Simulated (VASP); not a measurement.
# HfN (Cmcm) in VASP: further runs, part 2 of 2

VASP 6.6.1. The steps go on from the part before.

## Step 3: Single point, PBEsol (atoms displaced along several vibrational modes)

INCAR

```
  PREC = Accurate
  ENCUT = 520
  EDIFF = 1E-7
  ISMEAR = 0
  SIGMA = 0.15
  LREAL = F
  LASPH = T
  NELM = 60
  ALGO = Normal
  ISIF = 2
  LWAVE = F
  LCHARG = F
  GGA = PS
  NBANDS = 23
```

KPOINTS

```
regular mesh
0
Gamma
  14 14 10
```

POSCAR

```
HfN
1.0
    0.0000000000     -2.2508000098     -2.2508000098
    0.0000000000      2.2508000098     -2.2508000098
    4.5016000196      0.0000000000      0.0000000000
Hf N
2 2
Direct
    0.5092733424      0.4907266576      0.5000000000
   -0.0092733424      0.0092733424      0.0000000000
    0.4898691409      0.5101308591      0.0000000000
    0.0101308591     -0.0101308591      0.5000000000
```

Potentials or basis: VASP PAW PBE potentials, release 64 (Hf_pv, N).

Launch:

```console
$ cat potpaw_PBE.64/Hf_pv/POTCAR potpaw_PBE.64/N/POTCAR > POTCAR
$ mpirun -np 1 vasp_std > vasp.out
```

OUTCAR:

```text
PREC = Accurate
   ENCUT = 520
   EDIFF = 1E-7
   ISMEAR = 0
   LREAL = F
   LASPH = T
   NELM = 60
   ISIF = 2
   GGA = PS

 ion  position               nearest neighbor table
   1  0.509  0.491  0.500-   4 2.25   4 2.25   4 2.25   3 2.25   3 2.25   4 2.25   2 3.12   2 3.12
                             2 3.18   2 3.18   2 3.18   2 3.18   2 3.24   2 3.24
   2  0.991  0.009  0.000-   3 2.25   3 2.25   3 2.25   4 2.25   4 2.25   3 2.25   1 3.12   1 3.12
                             1 3.18   1 3.18   1 3.18   1 3.18   1 3.24   1 3.24
   3  0.490  0.510  0.000-   2 2.25   2 2.25   2 2.25   1 2.25   1 2.25   2 2.25
[... 829 lines left out ...]
  --------------------------------------------------------------------------------------
  -------------------------------------------------------------------------------------
  Total       -0.6599712     -0.5129499     -0.6016117      0.0000000      0.0000000      0.0000000
  in kB      -23.1827443    -18.0183406    -21.1327555      0.0000000      0.0000000      0.0000000
  external PRESSURE =     -20.7779468 kB  Pullay stress =       0.0000000 kB

 VOLUME and BASIS-vectors are now :
 -----------------------------------------------------------------------------
  energy-cutoff  :      520.00
  volume of cell :       45.61
      direct lattice vectors                 reciprocal lattice vectors
     0.000000000 -2.250800010 -2.250800010     0.000000000 -0.222143237 -0.222143237
     0.000000000  2.250800010 -2.250800010     0.000000000  0.222143237 -0.222143237
     4.501600020  0.000000000  0.000000000     0.222143237  0.000000000  0.000000000

 POSITION                                       TOTAL-FORCE (eV/Angst)
 -----------------------------------------------------------------------------------
      2.25080     -0.04174     -2.25080         0.000000      0.449608      0.000000
      0.00000     -2.20906     -2.25080         0.000000     -0.449608      0.000000
      0.00000      0.04561     -2.25080         0.000000     -0.328485      0.000000
      2.25080      2.20519     -2.25080         0.000000      0.328485      0.000000
 -----------------------------------------------------------------------------------
    total drift:                                0.000000     -0.000000     -0.000000

  FREE ENERGIE OF THE ION-ELECTRON SYSTEM (eV)
  ---------------------------------------------------
  free  energy   TOTEN  =       -45.9546811301 eV

  energy  without entropy=      -45.9398879843  energy(sigma->0) =      -45.94728456
```

Run time: 4.9 min. Hardware: 1 thread of Intel Xeon 8259CL, shared host; peak memory 0.4 GiB.

What came out:

- Free energy: -45.9547 eV
- Pressure: -2.1 GPa
- Largest force: 0.450 eV/Å
- Band gap on the k mesh: zero (bands 15 and 16 overlap by 6.74 eV)

Forces in eV/Å, atoms in the order of the input:
```
Hf   0.000  0.450  0.000
Hf   0.000 -0.450  0.000
N    0.000 -0.328  0.000
N    0.000  0.328  0.000
```

Stress tensor (GPa, compression positive):
```
-2.32  0.00  0.00
 0.00 -1.80  0.00
 0.00  0.00 -2.11
```

Caveat: the cell differs from its parent crystal (atoms displaced along several vibrational modes); the PAW data sets were made with another functional, which shifts forces and pressure a little; spin-orbit coupling is left out, which moves the levels of the heavy elements.

## Step 4: Single point, PBEsol (atoms displaced along several vibrational modes)

INCAR

```
SYSTEM = HfN
PREC = Accurate
ENCUT = 520
EDIFF = 1E-7
ISMEAR = 0
SIGMA = 0.15
LREAL = .FALSE.
LASPH = .TRUE.
NELM = 60
ALGO = Normal
ISIF = 2
LWAVE = .FALSE.
LCHARG = .TRUE.
GGA = PS
LELF = .TRUE.
LVHAR = .TRUE.
NBANDS = 23
```

KPOINTS

```
Automatic mesh
0
G
  14 14 10
  0 0 0
```

POSCAR

```
HfN
1.0
    0.0000000000     -2.2508000098     -2.2508000098
    0.0000000000      2.2508000098     -2.2508000098
    4.5016000196      0.0000000000      0.0000000000
Hf N
2 2
Direct
    0.5002121738      0.4997878262      0.5000000000
   -0.0002121738      0.0002121738      0.0000000000
    0.5049537942      0.4950462058      0.0000000000
   -0.0049537942      0.0049537942      0.5000000000
```

Launch:

```console
$ cat potpaw_PBE.64/Hf_pv/POTCAR potpaw_PBE.64/N/POTCAR > POTCAR
$ mpirun -np 1 vasp_std > vasp.out
```

It took 4.7 min on 1 thread of Intel Xeon 8259CL, shared host; peak memory 0.41 GiB.

It converged, with:

- Free energy: -45.9817 eV
- Pressure: -2.1 GPa
- Largest force: 0.295 eV/Å
- Band gap on the k mesh: zero (bands 15 and 16 overlap by 6.92 eV)

Forces in eV/Å, atoms in the order of the input:
```
Hf   0.000  0.157  0.000
Hf   0.000 -0.157  0.000
N    0.000  0.295  0.000
N    0.000 -0.295  0.000
```

Stress tensor (GPa, compression positive):
```
-2.64  0.00  0.00
 0.00 -1.70  0.00
 0.00  0.00 -1.91
```

Levels at points of the mesh, in eV from the Fermi level:
| k point | band 11 | band 12 | band 13 | band 14 | band 15 | band 16 | band 17 | band 18 | band 19 | band 20 |
| --- | --- | --- | --- | --- | --- | --- | --- | --- | --- | --- |
| (0.00, 0.00, 0.00) | -3.67 | -3.67 | -3.00 | -3.00 | -2.96 | -0.38 | -0.38 | -0.37 | 1.91 | 1.97 |
| (0.50, 0.00, 0.00) | -5.92 | -5.90 | -5.40 | -5.28 | 1.69 | 1.90 | 2.21 | 2.24 | 3.24 | 3.28 |
| (0.50, 0.50, 0.00) | -3.98 | -3.89 | -3.66 | -3.66 | -3.66 | -3.57 | 4.14 | 4.15 | 5.63 | 5.63 |
| (0.00, 0.00, 0.50) | -3.86 | -3.86 | -3.85 | -3.85 | -2.49 | -2.49 | 2.91 | 2.91 | 3.20 | 3.20 |
| (0.50, 0.00, 0.50) | -6.23 | -6.23 | -6.23 | -6.23 | 3.34 | 3.34 | 3.77 | 3.77 | 3.77 | 3.77 |
| (0.50, 0.50, 0.50) | -5.47 | -5.47 | -5.47 | -5.47 | 1.14 | 1.14 | 1.14 | 1.14 | 5.65 | 5.65 |

Caveat: the cell differs from its parent crystal (atoms displaced along several vibrational modes); the PAW data sets were made with another functional, which shifts forces and pressure a little; spin-orbit coupling is left out, which moves the levels of the heavy elements.

## Step 5: Overview

| cell | gap on the mesh (eV) | pressure (GPa) | largest force (eV/Å) |
| --- | --- | --- | --- |
| as given, atomic positions A | none | -2.1 | 0.30 |
| as given, atomic positions B | none | -2.1 | 0.45 |
| as given, atomic positions C | none | -2.1 | 0.30 |

Alike in all rows: task single point; level PBEsol; potentials or basis VASP PAW PBE potentials, release 64 (Hf_pv, N); no spin polarisation; k mesh 14 × 14 × 10; cutoff (eV) 520; smearing gaussian 0.15 eV.

Caveats: the PAW data sets were made with another functional, which shifts forces and pressure a little; spin-orbit coupling is left out, which moves the levels of the heavy elements.

Absolute energies hang on the potentials; compare differences alone.
